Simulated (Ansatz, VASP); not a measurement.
**Ti2Al6H: VASP beside Ansatz**

```
Al Ti H
1.0
     5.02419    0.00000    0.00000
     2.15888    4.53670    0.00000
     0.00000    0.00000   21.21871
Al Ti H
6 2 1
Cartesian
  2.5121 0.0000 4.0000
  1.0794 2.2684 4.0000
  0.0000 0.0000 5.3414
  1.0794 2.2684 6.7763
  2.5121 0.0000 6.7763
  3.5915 2.2684 8.1187
  3.5915 2.2684 5.3414
  0.0000 0.0000 8.0567
  3.5915 2.2684 10.9187
```

Alike in both runs: task single point; functional PBE; dispersion D3(BJ); k mesh 6 × 6 × 1; occupations gaussian, width 0.1 eV; no spin polarisation.

|  | VASP | Ansatz |
| --- | --- | --- |
| version | VASP 6.6.1 | Ansatz 0.2.0 |
| potentials or method | VASP PAW PBE potentials, release 64 (Al, Ti_sv, H), cutoff 520 eV | scalar-relativistic, plane waves, PAW |
| valence electrons in the cell | 43 | 43 |

|  | VASP | Ansatz | Ansatz less VASP |
| --- | --- | --- | --- |
| gap on the k mesh at the Fermi level (eV) | none | none | - |
| rms of the force components (eV/Å) | 0.374 | 0.375 | 0.0000 |
| work function, face that differs most (eV) | 5.61 | 5.61 | +0.002 |

A gap of «none» marks a metal or a gap that the smearing closes.
